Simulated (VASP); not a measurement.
A run of VASP 6.6.1:

The input INCAR:

```
SYSTEM = TePb
ALGO = Normal
EDIFF = 1E-7
ENCUT = 520
GGA = PE
ISIF = 2
ISMEAR = 0
LASPH = .TRUE.
LCHARG = .TRUE.
LELF = .TRUE.
LREAL = .FALSE.
LVHAR = .TRUE.
LWAVE = .FALSE.
NBANDS = 17
NELM = 100
PREC = Accurate
SIGMA = 0.01
```

The input KPOINTS:

```
k-points
0
G
  4 4 4
  0 0 0
```

POSCAR

```
TePb
1.0
    0.0000000000      3.2363760498      3.2363760498
    3.2363760498      0.0000000000      3.2363760498
    3.2363760498      3.2363760498      0.0000000000
Te Pb
1 1
Direct
    0.5000800000      0.5051200000      0.4946200000
    0.0077300000      0.9963300000      0.9980100000
```

Potentials or basis: VASP PAW PBE potentials, release 64 (Te, Pb_d).

Launch:

```console
$ cat potpaw_PBE.64/Te/POTCAR potpaw_PBE.64/Pb_d/POTCAR > POTCAR
$ mpirun -np 1 vasp_std > vasp.out
```

Hardware: 1 thread of Intel Xeon 8259CL (shared host).

**Question.** How long does it take, and how much memory?

**Answer.** Run time: 80 s on 1 thread of Intel Xeon 8259CL, on a shared host, peak memory 0.22 GiB. Counts: scf iterations 15, k points 36.
